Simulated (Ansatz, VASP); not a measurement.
Mg3ZrN in VASP and in Ansatz

File INCAR:

```
SYSTEM = Mg3ZrN
  PREC = Accurate
  ENCUT = 600
  EDIFF = 1E-6
  ISMEAR = 0
  SIGMA = 0.1
  LREAL = .False.
  LASPH = .True.
  NELM = 100
  ALGO = Normal
  ISIF = 3
  LWAVE = .False.
  LCHARG = .False.
  GGA = PE
  IBRION = 2
  NSW = 100
  EDIFFG = -0.01
```

Contents of KPOINTS:

```
Automatic mesh
0
Gamma
  8 8 10
  0 0 0
```

POSCAR

```
Mg3ZrN
1.0
    5.3692626004      0.0000000000      0.0000000000
    0.0000000000      5.3692626004      0.0000000000
    0.0000000000      0.0000000000      3.7058056325
Mg Zr N
3 1 1
Direct
    0.0000000000      0.5000000000      0.0000000000
    0.5000000000      0.0000000000      0.0000000000
    0.5000000000      0.5000000000      0.0000000000
    0.0000000000      0.0000000000      0.5000000000
    0.5000000000      0.5000000000      0.5000000000
```

Input for Ansatz:

```yaml
crystal:
  lattice:
    - [5.3692626004, 0.0, 0.0]
    - [0.0, 5.3692626004, 0.0]
    - [0.0, 0.0, 3.7058056325]
  atoms:
    - { symbol: Mg, position: [0.0, 0.5, 0.0] }
    - { symbol: Mg, position: [0.5, 0.0, 0.0] }
    - { symbol: Mg, position: [0.5, 0.5, 0.0] }
    - { symbol: Zr, position: [0.0, 0.0, 0.5] }
    - { symbol: "N", position: [0.5, 0.5, 0.5] }
basis:
  ecutwfc: 420
kpoints:
  mp_grid: { grid: [8, 8, 10] }
hamiltonian:
  xc: pbe
scf:
  occupations: { method: gaussian, width: 0.1 }
output:
  forces: true
  stress: true
  eigenvalues: true
relax:
  adjacent_minimum: "off"
  f_tol: 0.01
  max_steps: 80
  cell: { stress_tol: 0.05 }
```

Alike in both runs: task relaxation of cell and atoms; functional PBE; k mesh 8 × 8 × 10; occupations gaussian, width 0.1 eV; no spin polarisation.

```csv
,VASP,Ansatz
version,VASP 6.6.1,Ansatz 0.2.0
potentials or method,"VASP PAW PBE potentials, release 64 (Mg, Zr_sv, N), cutoff 600 eV","scalar-relativistic, plane waves, PAW"
valence electrons in the cell,23,47
```

|  | VASP | Ansatz | Ansatz less VASP |
| --- | --- | --- | --- |
| gap on the k mesh at the Fermi level, each at its own relaxed structure (eV) | none | none | - |
| relaxed volume (Å³/atom) | 21.36 | 21.37 | +0.003 |
| relaxed cell length with the largest relative difference (Å) | 3.709 | 3.706 | -0.0032 |

A gap of «none» marks a metal or a gap that the smearing closes. VASP's potentials hold 23 valence electrons a cell and Ansatz's 47, so a difference there can come from the potentials and not from the codes.
